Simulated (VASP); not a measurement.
A run of VASP 6.6.1 is set up as follows.

File INCAR:

```
ALGO     = Normal         # electronic algorithm
EDIFF    = 1E-6           # SCF threshold, eV
ENCUT    = 700            # plane-wave cutoff, eV
GGA      = PS             # functional
GGA_COMPAT= False        
ISIF     = 2              # what is computed and relaxed
ISMEAR   = -1             # smearing method
LASPH    = True           # aspherical terms in the spheres
LCHARG   = True           # write CHGCAR
LELF     = True           # ELF
LREAL    = False          # projectors in reciprocal space
LVHAR    = True         
LWAVE    = False          # write WAVECAR
NBANDS   = 48             # bands
NELM     = 120            # most SCF steps
PREC     = Accurate       # precision mode
SIGMA    = 0.0114         # smearing width, eV
```

File KPOINTS:

```
k-points
0
Gamma
  4 4 4
```

POSCAR

```
CdWF6
1.0
    2.9926417163      5.1834075016      0.0000001819
   -2.9926417163      5.1834075016      0.0000001819
    0.0000000000     -3.4556052046      5.8028789808
Cd W F
1 1 6
Direct
    0.5000000000      0.5000000000      0.5000000000
    0.0000000000      0.0000000000      0.0000000000
    0.0821614514      0.6478018090      0.8147154445
    1.0847521840      0.0821614514      0.8147154445
    0.6478018090      1.0847521840      0.8147154445
    0.9178385486      0.3521981910      0.1852845555
   -0.0847521840      0.9178385486      0.1852845555
    0.3521981910     -0.0847521840      0.1852845555
```

Potentials or basis: VASP PAW PBE potentials, release 64 (Cd_sv_GW, W_sv, F).

Command:

```sh
$ cat potpaw_PBE.64/Cd_sv_GW/POTCAR potpaw_PBE.64/W_sv/POTCAR potpaw_PBE.64/F/POTCAR > POTCAR
$ mpirun -np 1 vasp_std > vasp.out
```

Estimate the largest force.

0.428 eV/Å.

What does it give for the band gap on the k mesh?

0.63 eV (least direct gap 0.64 eV).

Estimate the pressure.

1.1 GPa.

Forces on the atoms (eV/Å):
```
Cd   0.000  0.000  0.000
W    0.000  0.000  0.000
F    0.300 -0.175 -0.249
F    0.002  0.348 -0.249
F   -0.302 -0.172 -0.249
F   -0.300  0.175  0.249
F   -0.002 -0.348  0.249
F    0.302  0.172  0.249
```

Caveat: the PAW data sets were made with another functional, which shifts forces and pressure a little; spin-orbit coupling is left out, which moves the levels of the heavy elements. A k mesh can miss the band edges.
